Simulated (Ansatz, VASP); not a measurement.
## Two plane-wave programs on InSb

POSCAR

```
InSb
1.0
    0.0000000000      3.2391000000      3.2391000000
    3.5630100000      0.0000000000      3.2391000000
    3.5630100000      3.2391000000      0.0000000000
In Sb
1 1
Direct
    0.0000000000      0.0000000000      0.0000000000
    0.7500000000      0.7500000000      0.7500000000
```

The input INCAR.step1:

```
SYSTEM = InSb
PREC = Accurate ; ENCUT = 520
ISMEAR = 0 ; SIGMA = 0.03
LREAL = .False. ; LASPH = .True.
NELM = 80 ; NBANDS = 16
GGA = PE ; ALGO = Normal
EDIFF = 1E-4 ; LWAVE = .True.
LCHARG = .False.
```

Contents of INCAR.step2:

```
SYSTEM = InSb
PREC = Accurate ; ENCUT = 520
EDIFF = 1E-7 ; ISMEAR = 0
SIGMA = 0.03 ; LREAL = .False.
LASPH = .True. ; NELM = 80
ALGO = Normal ; ISIF = 2
LWAVE = .False. ; LCHARG = .True.
METAGGA = R2SCAN ; LMIXTAU = .True.
LELF = .True. ; LVHAR = .True.
NBANDS = 16 ; ISTART = 1
```

KPOINTS

```
regular mesh
0
Gamma
  10 10 10
  0 0 0
```

Input for Ansatz:

```yaml
crystal:
  lattice:
    - [0.0, 3.2391, 3.2391]
    - [3.56301, 0.0, 3.2391]
    - [3.56301, 3.2391, 0.0]
  atoms:
    - { symbol: In, position: [0.0, 0.0, 0.0] }
    - { symbol: Sb, position: [0.75, 0.75, 0.75] }
basis:
  ecutwfc: 500
kpoints:
  mp_grid: { grid: [10, 10, 10] }
hamiltonian:
  xc: r2scan
scf:
  occupations: { method: gaussian, width: 0.03 }
output:
  forces: true
  stress: true
  eigenvalues: true
```

Change from the starting cell: strain +0.1000 x Voigt [1, 0, 0, 0, 0, 0], atoms carried along.

Alike in both runs: task single point; functional r2SCAN; k mesh 10 × 10 × 10; occupations gaussian, width 0.03 eV; no spin polarisation.

|  | VASP | Ansatz |
| --- | --- | --- |
| version | VASP 6.6.1 | Ansatz 0.2.0 |
| potentials or method | VASP PAW PBE potentials, release 64 (In_d, Sb), cutoff 520 eV | scalar-relativistic, plane waves, PAW |
| valence electrons in the cell | 18 | 28 |

```tsv
	VASP	Ansatz	Ansatz less VASP
gap on the k mesh at the Fermi level (eV)	none	none	-
pressure (GPa)	-2.3	-2.3	0.00
traceless stress, the component that is largest in VASP (GPa)	-2.22	-2.22	+0.002
```

VASP's potentials were made for PBE, not for r2SCAN. A gap of «none» marks a metal or a gap that the smearing closes. VASP's potentials hold 18 valence electrons a cell and Ansatz's 28, so a difference there can come from the potentials and not from the codes.

Spin-orbit coupling is off throughout.
